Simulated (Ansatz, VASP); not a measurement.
LiWO2: VASP beside Ansatz

INCAR

```
SYSTEM = LiWO2
  ALGO = Normal
  EDIFF = 1E-7
  ENCUT = 520
  GGA = PE
  ISIF = 2
  ISMEAR = 0
  LASPH = .TRUE.
  LCHARG = .FALSE.
  LREAL = .FALSE.
  LWAVE = .FALSE.
  NBANDS = 22
  NELM = 100
  PREC = Accurate
  SIGMA = 0.1
```

File KPOINTS:

```
k-points
0
G
  21 21 8
  0 0 0
```

Contents of POSCAR:

```
LiWO2
1.0
    2.7696569237      0.0000000000      0.0000000000
   -1.3848284619      2.3985932557      0.0000000000
    0.0000000000      0.0000000000      5.5851360424
Li W O
1 1 2
Direct
    0.0000000000      0.0000000000      0.5000000000
    0.0000000000      0.0000000000      0.0000000000
    0.3333333333      0.6666666667      0.2579262259
    0.6666666667      0.3333333333      0.7420737741
```

Input for Ansatz:

```yaml
crystal:
  lattice:
    - [2.7696569237, 0.0, 0.0]
    - [-1.3848284619, 2.3985932557, 0.0]
    - [0.0, 0.0, 5.5851360424]
  atoms:
    - { symbol: Li, position: [0.0, 0.0, 0.5] }
    - { symbol: W, position: [0.0, 0.0, 0.0] }
    - { symbol: O, position: [0.3333333333, 0.6666666667, 0.2579262259] }
    - { symbol: O, position: [0.6666666667, 0.3333333333, 0.7420737741] }
basis:
  ecutwfc: 420
kpoints:
  mp_grid: { grid: [21, 21, 8] }
  band_path:
    path:
      - [[0.0, 0.0, 0.0], [0.5, 0.0, 0.0], [0.33333333, 0.33333333, 0.0], [0.0, 0.0, 0.0], [0.0, 0.0, 0.5], [0.5, 0.0, 0.5], [0.33333333, 0.33333333, 0.5], [0.0, 0.0, 0.5]]
      - [[0.5, 0.0, 0.5], [0.5, 0.0, 0.0]]
      - [[0.33333333, 0.33333333, 0.5], [0.33333333, 0.33333333, 0.0]]
    npoints: 14
hamiltonian:
  xc: pbe
scf:
  occupations: { method: gaussian, width: 0.1 }
  n_extra_bands: 10
output:
  forces: true
  stress: true
  eigenvalues: true
  populations: true
  dos: { projected: true, de: 0.02, nscf_kmesh: { grid: [26, 26, 10] } }
  bader: true
  write_density: true
  write_potential: true
  elf: true
  volumetric_format: npy
```

Alike in both runs: task single point; functional PBE; k mesh 21 × 21 × 8; occupations gaussian, width 0.1 eV; no spin polarisation.

```csv
,VASP,Ansatz
version,VASP 6.6.1,Ansatz 0.2.0
potentials or method,"VASP PAW PBE potentials, release 64 (Li_sv, W_sv, O), cutoff 520 eV","scalar-relativistic, plane waves, PAW"
valence electrons in the cell,29,29
```

Ansatz gave:

| Item | Value |
| --- | --- |
| gap on the k mesh at the Fermi level (eV) | none |
| rms of the force components (eV/Å) | 0.001 |

**Question.** Estimate VASP's values.

**Answer.** gap on the k mesh at the Fermi level (eV): none; rms of the force components (eV/Å): 0.051.

Atom by atom the forces differ by 0.052 eV/Å (rms over components). A gap of «none» marks a metal or a gap that the smearing closes.

Spin-orbit coupling is off throughout. Noted on VASP's run: the cutoff is under 1.25 times that of the potentials, so the pressure is a little rough.
